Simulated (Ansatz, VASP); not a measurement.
# KI: VASP beside Ansatz

```
CELL_PARAMETERS angstrom
0.00000 3.54429 3.54429
3.40251 0.00000 3.54429
3.40251 3.54429 0.00000
ATOMIC_POSITIONS crystal
K 0.00000 0.00000 0.00000
I 0.50000 0.50000 0.50000
```

Change from the starting cell: uniaxial_x strain -4.0%.

Alike in both runs: task single point; functional r2SCAN; k mesh 6 × 6 × 6; no spin polarisation.

|  | VASP | Ansatz |
| --- | --- | --- |
| version | VASP 6.6.1 | Ansatz 0.2.0 |
| potentials or method | VASP PAW PBE potentials, release 64 (K_sv, I) | plane waves, PAW |
| plane-wave cutoff (eV) | 520 | 500 |
| occupations | gaussian, width 0.01 eV | fixed |
| valence electrons in the cell | 16 | 26 |

Ansatz gave:

```
gap on the k mesh at the Fermi level (eV)                     : 4.67
pressure (GPa)                                                : 0.7
traceless stress, the component that is largest in VASP (GPa) : 0.99
```

**Question.** What did VASP give for the same quantities?

**Answer.** gap on the k mesh at the Fermi level (eV): 4.67; pressure (GPa): 0.7; traceless stress, the component that is largest in VASP (GPa): 1.00.

VASP's potentials were made for PBE, not for r2SCAN. VASP's potentials hold 16 valence electrons a cell and Ansatz's 26, so a difference there can come from the potentials and not from the codes.

Neither program's run includes spin-orbit coupling.
